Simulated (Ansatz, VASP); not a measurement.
# One calculation of Au, two programs

The input INCAR:

```
SYSTEM = Au
PREC = Accurate ; ENCUT = 520
EDIFF = 1E-6 ; ISMEAR = -1
SIGMA = 0.1 ; LREAL = .FALSE.
LASPH = .TRUE. ; NELM = 100
ALGO = Normal ; ISIF = 2
LWAVE = .FALSE. ; LCHARG = .TRUE.
GGA = B5 ; ALDAX = 1.0
AGGAX = 1.0 ; AGGAC = 1.0
ALDAC = 0.0 ; LELF = .TRUE.
LVHAR = .TRUE. ; NBANDS = 18
```

File KPOINTS:

```
Automatic mesh
0
G
  13 13 9
  0 0 0
```

The input POSCAR:

```
Au
1.0
   -2.5909407619      2.9670992583      1.4267935141
    2.9670992583     -2.5909407619      1.4267935141
    2.7700290927      2.7700290927     -0.7378585390
Au
2
Direct
    0.0114745961      0.9885254039      0.0000000000
    0.7385254039      0.2614745961      0.5000000000
```

Input for Ansatz:

```yaml
crystal:
  lattice:
    - [-2.5909407619, 2.9670992583, 1.4267935141]
    - [2.9670992583, -2.5909407619, 1.4267935141]
    - [2.7700290927, 2.7700290927, -0.737858539]
  atoms:
    - { symbol: Au, position: [0.0114745961, 0.9885254039, 0.0] }
    - { symbol: Au, position: [0.7385254039, 0.2614745961, 0.5] }
hamiltonian:
  xc: blyp
  pseudopotentials:
    kind: paw
    azcp:
      Au: "pseudopotentials/Au.paw.azcp"
basis:
  ecutwfc: 420
  fft_grid_basis: typed
kpoints:
  mp_grid: { grid: [13, 13, 9], shift: [0, 0, 0] }
magnetization:
  spin_polarized: false
scf:
  occupations: { method: fermi_dirac, width: 0.1 }
  lower_state_search: "off"
output:
  stress: true
  write_density: true
  write_potential: true
  elf: true
  volumetric_format: npy
```

Alike in both runs: task single point; functional BLYP; k mesh 13 × 13 × 9; occupations fermi-dirac, width 0.1 eV; no spin polarisation.

|  | VASP | Ansatz |
| --- | --- | --- |
| version | VASP 6.6.1 | Ansatz 0.2.0 |
| potentials or method | VASP PAW PBE potentials, release 64 (Au), cutoff 520 eV | plane waves (420 eV) with PAW, scalar-relativistic |
| valence electrons in the cell | 22 | 38 |

|  | VASP | Ansatz | Ansatz less VASP |
| --- | --- | --- | --- |
| pressure (GPa) | -5.2 | -5.5 | -0.28 |
| traceless stress, the component that is largest in VASP (GPa) | -0.63 | -0.73 | -0.099 |

VASP's potentials were made for PBE, not for BLYP. VASP's potentials hold 22 valence electrons a cell and Ansatz's 38, so a difference there can come from the potentials and not from the codes.

Spin-orbit coupling is off throughout.
